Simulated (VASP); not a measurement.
A run of VASP 6.6.1 is set up as follows.

Contents of INCAR:

```
SYSTEM = Zn
PREC = Accurate
ENCUT = 520
EDIFF = 1E-6
ISMEAR = -1
SIGMA = 0.1
LREAL = .False.
LASPH = .True.
NELM = 60
ALGO = Normal
ISIF = 2
LWAVE = .False.
LCHARG = .True.
GGA = RP
LELF = .True.
LVHAR = .True.
NBANDS = 12
```

Contents of KPOINTS:

```
Automatic mesh
0
Gamma
  15 15 15
  0 0 0
```

POSCAR

```
Zn
1.0
    0.0000000000      2.0721880955      2.0721880955
    2.0721880955      0.0000000000      2.0721880955
    2.0721880955      2.0721880955      0.0000000000
Zn
1
Direct
    0.0000000000      0.0000000000      0.0000000000
```

Potentials or basis: VASP PAW PBE potentials, release 64 (Zn).

Launch:

```bash
$ cat potpaw_PBE.64/Zn/POTCAR > POTCAR
$ mpirun -np 1 vasp_std > vasp.out
```

Problem. Estimate the pressure.

Solution. -4.8 GPa.

Problem. Estimate the band gap on the k mesh.

Solution. Zero (band 6 reaches 3.75 eV, above the bottom of band 7 at 0.81 eV).

Caveat: the PAW data sets were made with another functional, which shifts forces and pressure a little.
